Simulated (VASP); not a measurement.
A run of VASP 6.6.1 is set up as follows.

POSCAR

```
Hf
1.0
    3.1983654345      0.0000000000      0.0000000000
   -1.5991827172      2.7698657169      0.0000000000
    0.0000000000      0.0000000000      5.0499409082
Hf
2
Direct
    0.3333333333      0.6666666667      0.2500000000
    0.6666666667      0.3333333333      0.7500000000
```

INCAR.step1

```
SYSTEM = Hf
PREC = Accurate
ENCUT = 520
ISMEAR = 0
SIGMA = 0.1
LREAL = .False.
LASPH = .True.
NELM = 100
NBANDS = 17
GGA = PE
ALGO = Normal
EDIFF = 1E-4
LWAVE = .True.
LCHARG = .False.
```

The input INCAR.step2:

```
SYSTEM = Hf
PREC = Accurate
ENCUT = 520
EDIFF = 1E-7
ISMEAR = 0
SIGMA = 0.1
LREAL = .False.
LASPH = .True.
NELM = 100
ALGO = Normal
ISIF = 2
LWAVE = .False.
LCHARG = .False.
METAGGA = R2SCAN
LMIXTAU = .True.
NBANDS = 17
ISTART = 1
```

File KPOINTS:

```
Automatic mesh
0
Gamma
  12 12 8
  0 0 0
```

Potentials or basis: VASP PAW PBE potentials, release 64 (Hf_pv).

Command:

```console
$ cat potpaw_PBE.64/Hf_pv/POTCAR > POTCAR
$ cp INCAR.step1 INCAR
$ mpirun -np 1 vasp_std > vasp.out
$ cp INCAR.step2 INCAR
$ mpirun -np 1 vasp_std > vasp.out
```

Predict the band gap on the k mesh.

zero (bands 10 and 11 overlap by 1.69 eV).

Predict the pressure.

-0.6 GPa.

Stress tensor (GPa, compression positive):
```
-0.53  0.00  0.00
 0.00 -0.53  0.00
 0.00  0.00 -0.69
```

Caveat: the PAW data sets were made with another functional, which shifts forces and pressure a little; spin-orbit coupling is left out, which moves the levels of the heavy elements.
